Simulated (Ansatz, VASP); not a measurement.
## Two plane-wave programs on Sn

```xyz
2
Lattice="3.4650 0.0000 0.0000 -1.7325 3.0008 0.0000 0.0000 0.0000 5.7609" Properties=species:S:1:pos:R:3 pbc="T T T"
Sn    0.0000    2.0005    1.4402
Sn    1.7325    1.0003    4.3207
```

Alike in both runs: task single point; functional PBE; k mesh 12 × 12 × 7; occupations fermi-dirac, width 0.1 eV; no spin polarisation.

|  | VASP | Ansatz |
| --- | --- | --- |
| version | VASP 6.6.1 | Ansatz 0.2.0 |
| potentials or method | VASP PAW PBE potentials, release 64 (Sn_d), cutoff 520 eV | plane waves (420 eV) with PAW, scalar-relativistic |
| valence electrons in the cell | 28 | 28 |

Ansatz gave:

- pressure (GPa): -2.9
- traceless stress, the component that is largest in VASP (GPa): -0.43

Problem. Which values does VASP return?

Solution. Pressure (GPa): -3.0; traceless stress, the component that is largest in VASP (GPa): -0.43.
